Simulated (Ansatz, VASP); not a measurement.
Hg: VASP beside Ansatz

The input INCAR:

```
SYSTEM = Hg
PREC = Accurate
ENCUT = 520
EDIFF = 1E-6
ISMEAR = -1
SIGMA = 0.1
LREAL = .False.
LASPH = .True.
NELM = 100
ALGO = Normal
ISIF = 2
LWAVE = .False.
LCHARG = .True.
GGA = PS
LELF = .True.
LVHAR = .True.
NBANDS = 19
```

KPOINTS

```
regular mesh
0
Gamma
  19 19 10
  0 0 0
```

File POSCAR:

```
Hg
1.0
    3.3131499559      0.0000000000      0.0000000000
   -1.6565749780      2.8692720284      0.0000000000
    0.0000000000      0.0000000000      5.5543880476
Hg
2
Direct
    0.3333333333      0.6666666667      0.2500000000
    0.6666666667      0.3333333333      0.7500000000
```

Input for Ansatz:

```yaml
crystal:
  lattice:
    - [3.3131499559, 0.0, 0.0]
    - [-1.656574978, 2.8692720284, 0.0]
    - [0.0, 0.0, 5.5543880476]
  atoms:
    - { symbol: Hg, position: [0.3333333333, 0.6666666667, 0.25] }
    - { symbol: Hg, position: [0.6666666667, 0.3333333333, 0.75] }
hamiltonian:
  xc: pbesol
  pseudopotentials:
    kind: paw
    azcp:
      Hg: "pseudopotentials/Hg.paw.azcp"
basis:
  ecutwfc: 420
  fft_grid_basis: typed
kpoints:
  mp_grid: { grid: [19, 19, 10], shift: [0, 0, 0] }
magnetization:
  spin_polarized: false
scf:
  occupations: { method: fermi_dirac, width: 0.1 }
output:
  stress: true
```

Alike in both runs: task single point; functional PBEsol; k mesh 19 × 19 × 10; occupations fermi-dirac, width 0.1 eV; no spin polarisation.

|  | VASP | Ansatz |
| --- | --- | --- |
| version | VASP 6.6.1 | Ansatz 0.2.0 |
| potentials or method | VASP PAW PBE potentials, release 64 (Hg), cutoff 520 eV | plane waves (420 eV) with PAW, scalar-relativistic |
| valence electrons in the cell | 24 | 40 |

```tsv
	VASP	Ansatz	Ansatz less VASP
pressure (GPa)	-1.9	-2.1	-0.19
traceless stress, the component that is largest in VASP (GPa)	-0.44	-0.41	+0.025
```

VASP's potentials were made for PBE, not for PBEsol, and Ansatz warns of the same on its side. VASP's potentials hold 24 valence electrons a cell and Ansatz's 40, so a difference there can come from the potentials and not from the codes.

Spin-orbit coupling is off throughout.
